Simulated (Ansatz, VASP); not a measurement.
**One calculation of SiO2, two programs**

File INCAR:

```
PREC = Accurate ; ENCUT = 600
EDIFF = 1E-6 ; ISMEAR = 0
SIGMA = 0.05 ; LREAL = False
LASPH = True ; NELM = 120
ALGO = Normal ; ISIF = 2
LWAVE = False ; LCHARG = False
NBANDS = 15 ; GGA_COMPAT = False
```

File KPOINTS:

```
Automatic mesh
0
Gamma
  6 6 6
```

File POSCAR:

```
SiO2
1.0
    0.0000000000      2.2539871990      2.2539871990
    2.2539871990      0.0000000000      2.2539871990
    2.2539871990      2.2539871990      0.0000000000
Si O
1 2
Direct
    0.0000000000      0.0000000000      0.0000000000
    0.2500000000      0.2500000000      0.2500000000
    0.7500000000      0.7500000000      0.7500000000
```

Input for Ansatz:

```yaml
crystal:
  lattice:
    - [0.0, 2.253987199, 2.253987199]
    - [2.253987199, 0.0, 2.253987199]
    - [2.253987199, 2.253987199, 0.0]
  atoms:
    - { symbol: Si, position: [0.0, 0.0, 0.0] }
    - { symbol: O, position: [0.25, 0.25, 0.25] }
    - { symbol: O, position: [0.75, 0.75, 0.75] }
basis:
  ecutwfc: 420
kpoints:
  mp_grid: { grid: [6, 6, 6] }
hamiltonian:
  xc: lda
scf:
  occupations: { method: gaussian, width: 0.05 }
output:
  forces: true
  stress: true
  eigenvalues: true
```

Alike in both runs: task single point; functional LDA; k mesh 6 × 6 × 6; occupations gaussian, width 0.05 eV; no spin polarisation.

|  | VASP | Ansatz |
| --- | --- | --- |
| version | VASP 6.6.1 | Ansatz 0.2.0 |
| potentials or method | VASP PAW LDA potentials, release 64 (Si, O), cutoff 600 eV | scalar-relativistic, plane waves, PAW |
| valence electrons in the cell | 16 | 16 |

|  | VASP | Ansatz | Ansatz less VASP |
| --- | --- | --- | --- |
| gap on the k mesh at the Fermi level (eV) | 1.83 | 1.85 | +0.028 |
| least direct gap on the mesh (eV) | 1.83 | 1.85 | +0.028 |
| pressure (GPa) | 0.7 | 0.0 | -0.68 |

LDA's correlation is that of Perdew and Zunger in VASP and of Perdew and Wang (1992) in Ansatz.
